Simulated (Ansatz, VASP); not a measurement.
# MgF2: VASP beside Ansatz

```
CELL_PARAMETERS angstrom
4.44997 0.00000 0.00000
0.00000 4.45015 0.00000
0.00000 0.00000 2.93283
ATOMIC_POSITIONS crystal
Mg 0.50000 0.50000 0.50000
Mg 0.00000 0.00000 0.00000
F 0.80108 0.19880 0.50000
F 0.19892 0.80120 0.50000
F 0.30108 0.30120 0.00000
F 0.69892 0.69880 0.00000
```

Change from the starting cell: hydrostatic strain -3.7%.

Alike in both runs: task single point; functional PBE; k mesh 6 × 6 × 8; occupations fermi-dirac, width 0.02 eV; no spin polarisation.

|  | VASP | Ansatz |
| --- | --- | --- |
| version | VASP 6.6.1 | Ansatz 0.2.0 |
| potentials or method | VASP PAW PBE potentials, release 64 (Mg, F) | plane waves, PAW |
| plane-wave cutoff (eV) | 600 | 420 |
| valence electrons in the cell | 32 | 48 |

|  | VASP | Ansatz | Ansatz less VASP |
| --- | --- | --- | --- |
| gap on the k mesh at the Fermi level (eV) | 7.95 | 7.98 | +0.036 |
| pressure (GPa) | 20.0 | 21.2 | +1.15 |
| traceless stress, the component that is largest in VASP (GPa) | 1.11 | 1.17 | +0.057 |
| rms of the force components (eV/Å) | 0.011 | 0.011 | 0.0000 |

Atom by atom the forces differ by 0.000 eV/Å (rms over components). The functional is the same, so the differences come from potentials, cutoffs and numerics. VASP's potentials hold 32 valence electrons a cell and Ansatz's 48, so a difference there can come from the potentials and not from the codes.
